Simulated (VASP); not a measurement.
Input of a VASP 6.6.1 run:

File INCAR:

```
ALGO = Normal
EDIFF = 1E-7
ENCUT = 520
GGA = PS
ISIF = 2
ISMEAR = 0
LASPH = T
LCHARG = F
LREAL = F
LWAVE = F
NBANDS = 14
NELM = 60
PREC = Accurate
SIGMA = 0.1
```

Contents of KPOINTS:

```
k-points
0
Gamma
  14 14 14
```

POSCAR

```
AlCu
1.0
    3.1236741538      0.0000000000      0.0000000000
    0.0000000000      3.1236741538      0.0000000000
    0.0000000000      0.0000000000      3.1236741538
Al Cu
1 1
Direct
    0.0000000000      0.0000000000      0.0000000000
    0.5000000000      0.5000000000      0.5000000000
```

Potentials or basis: VASP PAW PBE potentials, release 64 (Al, Cu).

Run with:

```sh
$ cat potpaw_PBE.64/Al/POTCAR potpaw_PBE.64/Cu/POTCAR > POTCAR
$ mpirun -np 1 vasp_std > vasp.out
```

Problem. Estimate the band gap on the k mesh.

Solution. Zero (band 7 reaches 11.06 eV, above the bottom of band 8 at 6.70 eV).

Problem. Estimate the pressure.

Solution. -13.4 GPa.

Caveat: the cell differs from its parent crystal (strained); the PAW data sets were made with another functional, which shifts forces and pressure a little.
